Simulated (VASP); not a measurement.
A run of VASP 6.6.1:

The input INCAR:

```
PREC = Accurate
ENCUT = 520
EDIFF = 1E-7
ISMEAR = 0
SIGMA = 0.1
LREAL = False
LASPH = True
NELM = 80
ALGO = Normal
ISIF = 2
LWAVE = False
LCHARG = False
GGA = PE
NBANDS = 32
```

The input KPOINTS:

```
regular mesh
0
Gamma
  6 6 6
```

Contents of POSCAR:

```
Bi2Se3
1.0
    2.0714993200      1.1959806900      9.5453300500
   -2.0714993200      1.1959806900      9.5453300500
    0.0000000000     -2.3919613800      9.5453300500
Bi Se
2 3
Direct
    0.4007999900      0.4007999900      0.4007999900
    0.5992000100      0.5992000100      0.5992000100
    0.0000000000      0.0000000000      0.0000000000
    0.2117000100      0.2117000100      0.2117000100
    0.7882999900      0.7882999900      0.7882999900
```

Potentials or basis: VASP PAW PBE potentials, release 64 (Bi_d, Se).

Command:

```bash
$ cat potpaw_PBE.64/Bi_d/POTCAR potpaw_PBE.64/Se/POTCAR > POTCAR
$ mpirun -np 1 vasp_std > vasp.out
```

Hardware: 1 thread of Intel(R) Xeon(R) Platinum 8259CL CPU @ 2.50GHz (Skylake/Cascade Lake) (shared host).

Task: Estimate the wall time of this run.

Result: Wall time 20 min on 1 thread of Intel(R) Xeon(R) Platinum 8259CL CPU @ 2.50GHz (Skylake/Cascade Lake), with other jobs on the host, peak memory 0.94 GiB. Counts: scf iterations 14, k points 32.
